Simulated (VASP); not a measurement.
Input of a VASP 6.6.1 run:

Contents of INCAR:

```
SYSTEM = Al12H
ALGO = Normal
DIPOL = 0.5 0.5 0.304
EDIFF = 1E-6
ENCUT = 520
GGA = PE
IDIPOL = 3
ISIF = 2
ISMEAR = 0
ISPIN = 2
LASPH = .True.
LCHARG = .False.
LDIPOL = .True.
LORBIT = 11
LREAL = .False.
LWAVE = .False.
MAGMOM = 0 0 0 0 0 0 0 0 0 0 0 0 1
NBANDS = 34
NELM = 150
PREC = Accurate
SIGMA = 0.1
```

KPOINTS

```
k-points
0
Gamma
  6 6 1
  0 0 0
```

The input POSCAR:

```
Al12H
1.0
    5.7135165838      0.0000000000      0.0000000000
   -2.8567582919      4.9480505065      0.0000000000
    0.0000000000      0.0000000000     21.6013781936
Al H
12 1
Direct
    0.3333333333      0.1666666667      0.1851733702
    0.3333333333      0.6666666667      0.1851733702
    0.8333333333      0.1666666667      0.1851733702
    0.8333333333      0.6666666667      0.1851733702
    0.1666666667      0.3333333333      0.2916813828
    0.1666666667      0.8333333333      0.2916813828
    0.6666666667      0.3333333333      0.2916813828
    0.6666666667      0.8333333333      0.2916813828
    0.0000000000      0.0000000000      0.3981865470
    0.0000000000      0.5000000000      0.3981865470
    0.5000000000      0.0000000000      0.3981865470
    0.5000000000      0.5000000000      0.3981865470
    0.1666666667     -0.1666666667      0.4528126912
```

Potentials or basis: VASP PAW PBE potentials, release 64 (Al, H).

The run is started by

```bash
$ cat potpaw_PBE.64/Al/POTCAR potpaw_PBE.64/H/POTCAR > POTCAR
$ mpirun -np 1 vasp_std > vasp.out
```

(1) What does it give for the net moment?

(2) What does it give for the largest force?

## Answers

(1) 0.00 μB per cell.

(2) 0.438 eV/Å.
